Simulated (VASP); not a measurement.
Runs of VASP 6.6.1 on KTaO3. The structure is that of space group Pm-3m (No. 221), or close to it. The cells are those of the table. 

```tsv
task	cell	k mesh	cutoff (eV)	smearing	gap on the mesh (eV)	pressure (GPa)	relaxed volume (Å³/atom)
single point	a = 4.024 Å, 5 atoms	4 × 4 × 4	520	gaussian 0.1 eV	2.10	0.7	-
single point	a = 3.988 Å, 5 atoms	4 × 4 × 4	520	gaussian 0.1 eV	(b)	6.1	-
single point	a = 4.025 Å, 5 atoms	8 × 8 × 8	520	gaussian 0.02 eV	(a)	(c)	-
relaxation of cell and atoms	relaxed from a = 4.024 Å, 5 atoms	8 × 8 × 8	600	gaussian 0.02 eV	2.11	0.0	13.06
relaxation of cell and atoms	relaxed from a = 3.988 Å, 5 atoms	4 × 4 × 4	600	gaussian 0.1 eV	2.09	0.0	13.07
```

Alike in all rows: level PBE; potentials or basis VASP PAW PBE potentials, release 64 (K_sv, Ta_pv, O); no spin polarisation.

Problem. Fill in the values left out.

Solution. (a) 2.12; (b) 2.16; (c) 0.6.

Caveats: spin-orbit coupling is left out, which moves the levels of the heavy elements; the cell stands under pressure (at least some runs).

A k mesh can miss the band edges, and the runs leave out spin-orbit coupling on Ta.
